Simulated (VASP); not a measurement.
Runs of VASP 6.6.1 on B. The structure is that of space group P4/mmm (No. 123), or close to it. The cells are those of the table. 

```csv
task,cell,k mesh,gap on the mesh (eV),pressure (GPa),relaxed volume (Å³/atom)
single point,"a = 2.346, b = 2.346, c = 1.586 Å, 1 atom",24 × 24 × 34,none,-0.1,-
relaxation of cell and atoms,"relaxed from a = 1.789, b = 1.803, c = 2.808 Å, 1 atom",10 × 10 × 6,none,-0.1,8.72
single point,"a = 1.587, b = 2.343, c = 2.351 Å, 1 atom",10 × 10 × 6,none,0.0,-
single point,"a = 1.789, b = 1.803, c = 2.808 Å, 1 atom",10 × 10 × 6,none,-6.3,-
relaxation of cell and atoms,"relaxed from a = 2.347, b = 2.347, c = 1.587 Å, 1 atom",24 × 24 × 34,none,0.0,(a)
```

Alike in all rows: level PBE; potentials or basis VASP PAW PBE potentials, release 64 (B); no spin polarisation; cutoff (eV) 500; smearing gaussian 0.1 eV.

Task: Fill in the values left out.

Result: (a) 8.73.

Caveats: some runs use coarse meshes.

A gap of «none» marks levels without a gap at the run's occupations.
